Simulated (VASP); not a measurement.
# GaAs (I-4m2) in VASP: further runs, part 2 of 2

VASP 6.6.1. Earlier steps stand in the parts before.

## (4) Single point, r2SCAN (in-plane strain +0.005)

POSCAR reads:

```
GaAs
1.0
    2.8475972448      2.8475972448      0.0000000000
   -2.8475972448      2.8475972448      0.0000000000
    0.0000000000      2.8475972448      2.8249298040
Ga As
1 1
Direct
    0.0000000000      0.0000000000      0.0000000000
    0.7500000000      0.2500000000      0.5000000000
```

INCAR.step1 reads:

```
PREC = Accurate ; ENCUT = 520
ISMEAR = 0 ; SIGMA = 0.01
LREAL = F ; LASPH = T
NELM = 100 ; NBANDS = 16
GGA = PE ; ALGO = Normal
EDIFF = 1E-4 ; LWAVE = T
LCHARG = F
```

INCAR.step2 reads:

```
PREC = Accurate ; ENCUT = 520
EDIFF = 1E-7 ; ISMEAR = 0
SIGMA = 0.01 ; LREAL = F
LASPH = T ; NELM = 100
ALGO = Normal ; ISIF = 2
LWAVE = F ; LCHARG = T
METAGGA = R2SCAN ; LMIXTAU = T
LELF = T ; LVHAR = T
NBANDS = 16 ; ISTART = 1
```

KPOINTS reads:

```
regular mesh
0
Gamma
  8 8 8
```

Potentials or basis: VASP PAW PBE potentials, release 64 (Ga_d, As).

Run with:

```sh
$ cat potpaw_PBE.64/Ga_d/POTCAR potpaw_PBE.64/As/POTCAR > POTCAR
$ cp INCAR.step1 INCAR
$ mpirun -np 1 vasp_std > vasp.out
$ cp INCAR.step2 INCAR
$ mpirun -np 1 vasp_std > vasp.out
```

OUTCAR:

```text
PREC = Accurate
   ENCUT = 520
   EDIFF = 1E-7
   ISMEAR = 0
   LREAL = F
   LASPH = T
   NELM = 100
   ISIF = 2
   METAGGA = R2SCAN
   ISTART = 1

 ion  position               nearest neighbor table
   1  0.000  0.000  0.000-   2 2.46   2 2.46   2 2.46   2 2.46
   2  0.750  0.250  0.500-   1 2.46   1 2.46   1 2.46   1 2.46

  LATTYP: Found a body centered tetragonal cell.
 ALAT       =     4.0271106438
 C/A-ratio  =     1.4029561410

  Lattice vectors:

 A1 = (   2.8475972448,   0.0000000000,  -2.8249298040)
 A2 = (  -2.8475972448,   0.0000000000,  -2.8249298040)
 A3 = (   0.0000000000,   2.8475972448,   2.8249298040)

Analysis of symmetry for initial positions (statically):
=====================================================================
 Subroutine PRICEL returns:
 Original cell was already a primitive cell.

 Routine SETGRP: Setting up the symmetry group for a
 body centered tetragonal supercell.

 Subroutine GETGRP returns: Found  8 space group operations
 (whereof  8 operations were pure point group operations)
 out of a pool of 16 trial point group operations.

The static configuration has the point symmetry D_2d.

Analysis of symmetry for dynamics (positions and initial velocities):
=====================================================================
 Subroutine PRICEL returns:
 Original cell was already a primitive cell.

 Routine SETGRP: Setting up the symmetry group for a
 body centered tetragonal supercell.

 Subroutine GETGRP returns: Found  8 space group operations
 (whereof  8 operations were pure point group operations)
 out of a pool of 16 trial point group operations.

The dynamic configuration has the point symmetry D_2d.

 Subroutine INISYM returns: Found  8 space group operations
 (whereof  8 operations are pure point group operations),
 and found     1 'primitive' translations

----------------------------------------------------------------------------------------

[... 111 lines left out ...]
     AMIX     =   0.40;   BMIX     =  1.00
     AMIX_MAG =   1.60;   BMIX_MAG =  1.00
  volume/ion in A,a.u.               =      22.91       154.58
  Fermi-wavevector in a.u.,A,eV,Ry     =   1.199041  2.265859 19.561090  1.437700
  Thomas-Fermi vector in A             =   2.334914
   LORBIT       =      0    0 simple, 1 ext, 2 COOP (PROOUT), +10 PAW based schemes
   METAGGA = R2SCAN    functional components
   LHFCALC =     F    Hartree Fock is set to
   AEXX    =    0.0000 exact exchange contribution
   IVDW    =     0    specifies the selected vdW correction
   LEPSILON=     F    determine dielectric tensor
   LRPA    =     F    only Hartree local field effects (RPA)
 non-spin polarized calculation
 Gauss-broadening in eV      SIGMA  =   0.01
  energy-cutoff  :      520.00
  volume of cell :       45.81
 maximum number of plane-waves:      1251
 NGX is ok and might be reduce to    30
   NGX = 15   NGY = 15   NGZ = 15

 number of electron      17.9999987 magnetization

 Free energy of the ion-electron system (eV)
  ---------------------------------------------------
  ext. energy  EPLUGINS =         0.00000000
  ---------------------------------------------------
  free energy    TOTEN  =       -27.05250422 eV

  energy without entropy =      -27.05250422  energy(sigma->0) =      -27.05250422

 E-fermi :   3.6432     XC(G=0): -10.1886

 val. band max:        3.5799655990   @ k =   0.0000   0.0000   0.0000
 cond. band min:       4.4325295717   @ k =   0.0000   0.0000   0.0000
 fundamental gap:      0.8525639727
 Fermi energy:         3.6432317395

 k-point     1 :       0.0000    0.0000    0.0000
  band No.  band energies     occupation
      1     -11.6644      2.00000
      2     -11.6644      2.00000
      3     -11.6624      2.00000
      4     -11.5786      2.00000
      5     -11.5771      2.00000
      6      -9.5591      2.00000
[... 433 lines left out ...]
      3     -11.6442      2.00000
      4     -11.5789      2.00000
      5     -11.5765      2.00000
      6      -8.4755      2.00000
[... 8 lines left out ...]
     15      13.9061      0.00000
     16      15.2140      0.00000

 [... further k-points ...]

------------------------ aborting loop because EDIFF is reached ----------------------------------------

  FORCE on cell =-STRESS in cart. coord.  units (eV):
  Direction    XX          YY          ZZ          XY          YZ          ZX
  --------------------------------------------------------------------------------------
  -------------------------------------------------------------------------------------
  Total       -0.1678224     -0.1678224     -0.0185052      0.0000000      0.0000000      0.0000000
  in kB       -5.8690223     -5.8690223     -0.6471566      0.0000000      0.0000000      0.0000000
  external PRESSURE =      -4.1284004 kB  Pullay stress =       0.0000000 kB

 VOLUME and BASIS-vectors are now :
 -----------------------------------------------------------------------------
  energy-cutoff  :      520.00
  volume of cell :       45.81
      direct lattice vectors                 reciprocal lattice vectors
     2.847597245  2.847597245  0.000000000     0.175586629  0.175586629 -0.176995548
    -2.847597245  2.847597245  0.000000000    -0.175586629  0.175586629 -0.176995548
     0.000000000  2.847597245  2.824929804     0.000000000  0.000000000  0.353991097

 POSITION                                       TOTAL-FORCE (eV/Angst)
 -----------------------------------------------------------------------------------
      0.00000      0.00000      0.00000         0.000000     -0.000000      0.000000
      1.42380      4.27140      1.41246        -0.000000      0.000000      0.000000
 -----------------------------------------------------------------------------------
    total drift:                               -0.000021      0.000000     -0.000000

  FREE ENERGIE OF THE ION-ELECTRON SYSTEM (eV)
  ---------------------------------------------------
  free  energy   TOTEN  =       -27.0525042248 eV

  energy  without entropy=      -27.0525042248  energy(sigma->0) =      -27.05250422
```

It took 1.7 min on 1 thread of Intel Xeon 6975P-C (Granite Rapids), shared host; peak memory 0.19 GiB.

What came out:

```
Free energy            : -27.0525 eV
Pressure               : -0.4 GPa
Band gap on the k mesh : 0.85 eV, direct
```

Stress tensor (GPa, compression positive):
```
-0.59  0.00  0.00
 0.00 -0.59  0.00
 0.00  0.00 -0.06
```

Caveat: the cell differs from its parent crystal (in-plane strain +0.005); the PAW data sets were made with another functional, which shifts forces and pressure a little.

## (5) Summary

| cell | gap on the mesh (eV) | pressure (GPa) |
| --- | --- | --- |
| a = 3.987, b = 3.987, c = 4.005 Å, angles 60.1, 60.1, 90.0°, 2 atoms | 0.97 | 0.6 |
| a = 4.027, b = 4.027, c = 4.009 Å, angles 59.8, 59.8, 90.0°, 2 atoms | 0.86 | -0.3 |
| a = 4.027, b = 4.027, c = 4.011 Å, angles 59.9, 59.9, 90.0°, 2 atoms | 0.85 | -0.4 |

Alike in all rows: task single point; level r2SCAN; potentials or basis VASP PAW PBE potentials, release 64 (Ga_d, As); no spin polarisation; k mesh 8 × 8 × 8; cutoff (eV) 520; smearing gaussian 0.01 eV.

Caveats: the PAW data sets were made with another functional, which shifts forces and pressure a little.

Total energies depend on the potentials used, so only differences within one code and one set of settings carry meaning.
